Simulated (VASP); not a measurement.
Wanted: the native input for a VASP 6.6.1 run.

```yaml
Task: single point
Functional: PBE
Potentials_or_basis: VASP PAW PBE potentials, release 64 (Si, As, O)
Cutoff: 520 eV
k_mesh: 6 × 6 × 6
Occupations: gaussian, width 0.1 eV
Spin: no spin polarisation
Dipole_correction: no
Further_INCAR_settings: ALGO = Normal; EDIFF = 1e-06; NBANDS = 20
```

The structure of Si2As2O lies in POSCAR:

```
Si2As2O
1.0
   -2.5764993631      2.5764993631      3.2417301289
    2.5764993631     -2.5764993631      3.2417301289
    2.5764993631      2.5764993631     -3.2417301289
Si As O
2 2 1
Direct
    0.2500000000      0.7500000000      0.5000000000
    0.7500000000      0.2500000000      0.5000000000
    0.2932722885      0.2932722885      0.0000000000
    0.7067277115      0.7067277115      0.0000000000
    0.0000000000      0.0000000000      0.0000000000
```

The cell was generated, and may not be a known phase.

The input as run:

INCAR

```
  PREC = Accurate
  ENCUT = 520
  EDIFF = 1E-6
  ISMEAR = 0
  SIGMA = 0.1
  LREAL = F
  LASPH = T
  NELM = 80
  ALGO = Normal
  ISIF = 2
  LWAVE = F
  LCHARG = T
  GGA = PE
  LELF = T
  LVHAR = T
  NBANDS = 20
```

KPOINTS

```
regular mesh
0
Gamma
  6 6 6
```

Potentials or basis: VASP PAW PBE potentials, release 64 (Si, As, O).

Launch:

```bash
$ cat potpaw_PBE.64/Si/POTCAR potpaw_PBE.64/As/POTCAR potpaw_PBE.64/O/POTCAR > POTCAR
$ mpirun -np 1 vasp_std > vasp.out
```

Results of the run:

* Pressure: 0.3 GPa
* Largest force: 0.027 eV/Å
* Band gap on the k mesh: zero (bands 12 and 13 overlap by 2.37 eV)

Run time: 23 s on 1 thread of Intel(R) Xeon(R) 6975P-C (Granite Rapids), with other jobs on the host, peak memory 0.22 GiB.
